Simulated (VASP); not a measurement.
# ScAl4N (F-43m) in VASP: a series of runs, part 2 of 2

VASP 6.6.1. Earlier steps stand in the parts before.

### Step 3. Single point, PBE

This run uses another cell than the first one, of 16.94 Å³/atom.

Contents of INCAR:

```
PREC = Accurate ; ENCUT = 520
EDIFF = 1E-7 ; ISMEAR = 0
SIGMA = 0.1 ; LREAL = F
LASPH = T ; NELM = 60
ALGO = Normal ; ISIF = 2
LWAVE = F ; LCHARG = F
GGA = PE ; NBANDS = 23
```

Contents of KPOINTS:

```
regular mesh
0
Gamma
  4 4 4
```

Contents of POSCAR:

```
ScAl4N
1.0
    0.0000000000      3.7041036994      3.7041036994
    3.7041036994      0.0000000000      3.7041036994
    3.7041036994      3.7041036994      0.0000000000
Sc Al N
1 4 1
Direct
    0.2500000000      0.2500000000      0.2500000000
    0.3711450140      0.8762849953      0.8762849953
    0.8762849953      0.8762849953      0.3711450140
    0.8762849953      0.3711450140      0.8762849953
    0.8762849953      0.8762849953      0.8762849953
    0.5000000000      0.5000000000      0.5000000000
```

Potentials or basis: VASP PAW PBE potentials, release 64 (Sc_sv, Al, N).

Run with:

```console
> cat potpaw_PBE.64/Sc_sv/POTCAR potpaw_PBE.64/Al/POTCAR potpaw_PBE.64/N/POTCAR > POTCAR
> mpirun -np 1 vasp_std > vasp.out
```

Run time: 56 s. Hardware: 1 thread of Intel Xeon 8259CL, shared host; peak memory 0.24 GiB.

It converged, with:

| Quantity | Value |
| --- | --- |
| Free energy | -26.0465 eV |
| Pressure | 0.0 GPa |
| Largest force | 0.004 eV/Å |
| Band gap on the k mesh | zero (bands 14 and 15 overlap by 0.76 eV) |

Forces in eV/Å, atoms in the order of the input:
```
Sc   0.000  0.000  0.000
Al  -0.003  0.003  0.003
Al   0.003  0.003 -0.003
Al   0.003 -0.003  0.003
Al  -0.003 -0.003 -0.003
N    0.000  0.000  0.000
```

Levels at points of the mesh, in eV from the Fermi level:
```
           k point  band 12  band 13  band 14  band 15  band 16  band 17  band 18  band 19
(0.00, 0.00, 0.00)    -1.42    -1.42    -0.63    -0.63    -0.23    -0.23    -0.23     2.28
(0.50, 0.00, 0.00)    -2.26    -0.51    -0.05    -0.05     1.72     2.27     2.27     3.21
(0.50, 0.50, 0.00)    -0.33    -0.33     0.11     0.44     1.27     1.85     1.85     2.12
```

Caveat: the k points lie up to 0.37 Å⁻¹ apart, too coarse for converged energies and pressures of a metal.

### Step 4. Relaxation of cell and atoms, PBE

Contents of INCAR:

```
PREC = Accurate
ENCUT = 600
EDIFF = 1E-7
ISMEAR = 0
SIGMA = 0.1
LREAL = F
LASPH = T
NELM = 80
ALGO = Normal
ISIF = 3
LWAVE = F
LCHARG = F
GGA = PE
IBRION = 2
NSW = 90
EDIFFG = -0.04
```

KPOINTS is that of step 3.

Contents of POSCAR:

```
ScAl4N
1.0
    0.0000000000      3.5087745500      3.5087745500
    3.5087745500      0.0000000000      3.5087745500
    3.5087745500      3.5087745500      0.0000000000
Sc Al N
1 4 1
Direct
    0.2500000000      0.2500000000      0.2500000000
    0.3753849900      0.8748716700      0.8748716700
    0.8748716700      0.8748716700      0.3753849900
    0.8748716700      0.3753849900      0.8748716700
    0.8748716700      0.8748716700      0.8748716700
    0.5000000000      0.5000000000      0.5000000000
```

Run with:

```console
> cat potpaw_PBE.64/Sc_sv/POTCAR potpaw_PBE.64/Al/POTCAR potpaw_PBE.64/N/POTCAR > POTCAR
> mpirun -np 1 vasp_std > vasp.out
```

It took 3.2 min on 1 thread of Intel Xeon 8259CL, shared host; peak memory 0.25 GiB.

Results (log left out):

```
Free energy                           : -26.0437 eV
Relaxed volume                        : 16.99 Å³/atom
Relaxed cell                          : a = 5.244 Å, b = 5.244 Å, c = 5.244 Å, α = 60.00°, β = 60.00°, γ = 60.00°
Space group after relaxing (to 0.1 Å) : F-43m (No. 216)
Energy gained by relaxing             : 130.6 meV/atom
Ionic steps                           : 5
Pressure after relaxing               : -0.2 GPa
Largest force after relaxing          : 0.016 eV/Å
```

Forces in eV/Å, atoms in the order of the input:
```
Sc   0.000  0.000  0.000
Al   0.009 -0.009 -0.009
Al  -0.009 -0.009  0.009
Al  -0.009  0.009 -0.009
Al   0.009  0.009  0.009
N    0.000  0.000  0.000
```

The path:
```csv
step,energy change (eV),largest force (eV/Å),pressure (GPa),volume (Å³)
1,0.0000,0.6185,18.46,86.40
2,-0.6621,0.2768,-4.77,108.85
3,-0.7829,0.1181,0.17,101.46
4,-0.7828,0.1268,-0.08,101.78
5,-0.7838,0.0159,-0.23,101.95
```

Final structure:
```yaml
crystal:
  lattice:
    - [0.00000, 3.70780, 3.70780]
    - [3.70780, 0.00000, 3.70780]
    - [3.70780, 3.70780, 0.00000]
  atoms:
    - { symbol: Sc, position: [0.25000, 0.25000, 0.25000] }
    - { symbol: Al, position: [0.37132, 0.87623, 0.87623] }
    - { symbol: Al, position: [0.87623, 0.87623, 0.37132] }
    - { symbol: Al, position: [0.87623, 0.37132, 0.87623] }
    - { symbol: Al, position: [0.87623, 0.87623, 0.87623] }
    - { symbol: N, position: [0.50000, 0.50000, 0.50000] }
```

Levels at points of the mesh, in eV from the Fermi level:
```tsv
k point	band 13	band 14	band 15	band 16	band 17	band 18
(0.00, 0.00, 0.00)	-1.42	-0.63	-0.63	-0.23	-0.23	-0.23
(0.50, 0.00, 0.00)	-0.51	-0.05	-0.05	1.72	2.26	2.26
(0.50, 0.50, 0.00)	-0.33	0.11	0.44	1.26	1.85	1.85
```

Caveat: the k points lie up to 0.37 Å⁻¹ apart in the final cell; the volume moved by over 15 % at a fixed basis, so the end points are rough; the highest band is partly filled, so the run has too few bands.

### Step 5. Single point, PBE

This run uses another cell than the first one, of 16.98 Å³/atom.

Contents of INCAR:

```
  PREC = Accurate
  ENCUT = 520
  EDIFF = 1E-7
  ISMEAR = 0
  SIGMA = 0.1
  LREAL = F
  LASPH = T
  NELM = 100
  ALGO = Normal
  ISIF = 2
  LWAVE = F
  LCHARG = F
  GGA = PE
  NBANDS = 23
```

Contents of KPOINTS:

```
Automatic mesh
0
Gamma
  10 10 10
```

Contents of POSCAR:

```
ScAl4N
1.0
    0.0000000000      3.7071487799      3.7071487799
    3.7071487799      0.0000000000      3.7071487799
    3.7071487799      3.7071487799      0.0000000000
Sc Al N
1 4 1
Direct
    0.7500000000      0.7500000000      0.7500000000
    0.1240475879      0.1240475879      0.6278572363
    0.1240475879      0.1240475879      0.1240475879
    0.6278572363      0.1240475879      0.1240475879
    0.1240475879      0.6278572363      0.1240475879
    0.5000000000      0.5000000000      0.5000000000
```

Run with:

```console
> cat potpaw_PBE.64/Sc_sv/POTCAR potpaw_PBE.64/Al/POTCAR potpaw_PBE.64/N/POTCAR > POTCAR
> mpirun -np 1 vasp_std > vasp.out
```

Wall time 4.6 min (1 thread of Intel Xeon 8259CL, shared host); peak memory 0.31 GiB.

It converged, with:

```
Free energy            : -26.0297 eV
Pressure               : 0.0 GPa
Largest force          : 0.014 eV/Å
Band gap on the k mesh : zero (bands 14 and 15 overlap by 0.90 eV)
```

Forces on the atoms (eV/Å):
```
Sc   0.000  0.000  0.000
Al  -0.008 -0.008  0.008
Al   0.008  0.008  0.008
Al   0.008 -0.008 -0.008
Al  -0.008  0.008 -0.008
N    0.000  0.000  0.000
```

Levels at points of the mesh, in eV from the Fermi level:
| k point | band 11 | band 12 | band 13 | band 14 | band 15 | band 16 | band 17 | band 18 |
| --- | --- | --- | --- | --- | --- | --- | --- | --- |
| (0.00, 0.00, 0.00) | -1.39 | -1.39 | -1.39 | -0.60 | -0.60 | -0.20 | -0.20 | -0.20 |
| (0.50, 0.00, 0.00) | -2.23 | -2.23 | -0.48 | -0.02 | -0.02 | 1.74 | 2.29 | 2.29 |
| (0.50, 0.50, 0.00) | -1.10 | -0.29 | -0.29 | 0.15 | 0.46 | 1.29 | 1.88 | 1.88 |

### Step 6. Relaxation of cell and atoms, PBE

This run uses another cell than the first one, of 16.94 Å³/atom.

Contents of INCAR:

```
SYSTEM = ScAl4N
  PREC = Accurate
  ENCUT = 600
  EDIFF = 1E-6
  ISMEAR = 0
  SIGMA = 0.1
  LREAL = .False.
  LASPH = .True.
  NELM = 60
  ALGO = Normal
  ISIF = 3
  LWAVE = .False.
  LCHARG = .False.
  GGA = PE
  IBRION = 2
  NSW = 100
  EDIFFG = -0.01
```

Contents of KPOINTS:

```
Automatic mesh
0
Gamma
  10 10 10
  0 0 0
```

Contents of POSCAR:

```
ScAl4N
1.0
    0.0000000000      3.7041036994      3.7041036994
    3.7041036994      0.0000000000      3.7041036994
    3.7041036994      3.7041036994      0.0000000000
Sc Al N
1 4 1
Direct
    0.7500000000      0.7500000000      0.7500000000
    0.1237150047      0.1237150047      0.6288549860
    0.1237150047      0.1237150047      0.1237150047
    0.6288549860      0.1237150047      0.1237150047
    0.1237150047      0.6288549860      0.1237150047
    0.5000000000      0.5000000000      0.5000000000
```

Potentials or basis: VASP PAW PBE potentials, release 64 (Sc_sv, Al, N).

Run with:

```console
> cat potpaw_PBE.64/Sc_sv/POTCAR potpaw_PBE.64/Al/POTCAR potpaw_PBE.64/N/POTCAR > POTCAR
> mpirun -np 1 vasp_std > vasp.out
```

Run time: 6.5 min. Hardware: 1 thread of Intel Xeon 8259CL, shared host; peak memory 0.35 GiB.

Results (log left out):

| Property | Result |
| --- | --- |
| Free energy | -26.0314 eV |
| Relaxed volume | 16.99 Å³/atom |
| Relaxed cell | a = 5.243 Å, b = 5.243 Å, c = 5.243 Å, α = 60.00°, β = 60.00°, γ = 60.00° |
| Space group after relaxing (to 0.1 Å) | F-43m (No. 216) |
| Energy gained by relaxing | 0.2 meV/atom |
| Ionic steps | 3 |
| Pressure after relaxing | 0.0 GPa |

Step by step:
| step | energy change (eV) | largest force (eV/Å) | pressure (GPa) | volume (Å³) |
| --- | --- | --- | --- | --- |
| 1 | 0.0000 | 0.1253 | 0.22 | 101.64 |
| 2 | -0.0013 | 0.0318 | -0.06 | 101.98 |
| 3 | -0.0014 | 0.0007 | -0.01 | 101.91 |

Final structure:
```
CELL_PARAMETERS angstrom
0.00000 3.70737 3.70737
3.70737 0.00000 3.70737
3.70737 3.70737 0.00000
ATOMIC_POSITIONS crystal
Sc 0.75000 0.75000 0.75000
Al 0.12409 0.12409 0.62774
Al 0.12409 0.12409 0.12409
Al 0.62774 0.12409 0.12409
Al 0.12409 0.62774 0.12409
N 0.50000 0.50000 0.50000
```

Levels at points of the mesh, in eV from the Fermi level:
```csv
k point,band 12,band 13,band 14,band 15,band 16,band 17
"(0.00, 0.00, 0.00)",-1.39,-1.39,-0.60,-0.60,-0.20,-0.20
"(0.50, 0.00, 0.00)",-2.22,-0.48,-0.02,-0.02,1.74,2.29
"(0.50, 0.50, 0.00)",-0.29,-0.29,0.15,0.46,1.28,1.88
```

Caveat: the highest band is partly filled, so the run has too few bands.

### Step 7. Summary

```csv
task,cell,k mesh,cutoff (eV),gap on the mesh (eV),pressure (GPa),relaxed volume (Å³/atom),largest force (eV/Å)
single point,"a = 4.962 Å, angles 60.0°, 6 atoms, atomic positions A",4 × 4 × 4,520,none,18.5,-,0.62
single point,"a = 5.238 Å, angles 60.0°, 6 atoms, atomic positions B",4 × 4 × 4,520,none,0.0,-,-
relaxation of cell and atoms,"relaxed from a = 4.962 Å, angles 60.0°, 6 atoms, atomic positions A",4 × 4 × 4,600,-,-0.2,16.99,0.02
single point,"a = 5.243 Å, angles 60.0°, 6 atoms, atomic positions B",10 × 10 × 10,520,none,0.0,-,0.01
relaxation of cell and atoms,"relaxed from a = 5.238 Å, angles 60.0°, 6 atoms, atomic positions B",10 × 10 × 10,600,-,0.0,16.99,-
```

Alike in all rows: level PBE; potentials or basis VASP PAW PBE potentials, release 64 (Sc_sv, Al, N); no spin polarisation; smearing gaussian 0.1 eV.

Caveats: some runs use coarse meshes; the highest band is partly filled, so the run has too few bands (at least some runs); the volume moved by over 15 % at a fixed basis, so the end points are rough (at least some runs).

Absolute energies hang on the potentials; compare differences alone.
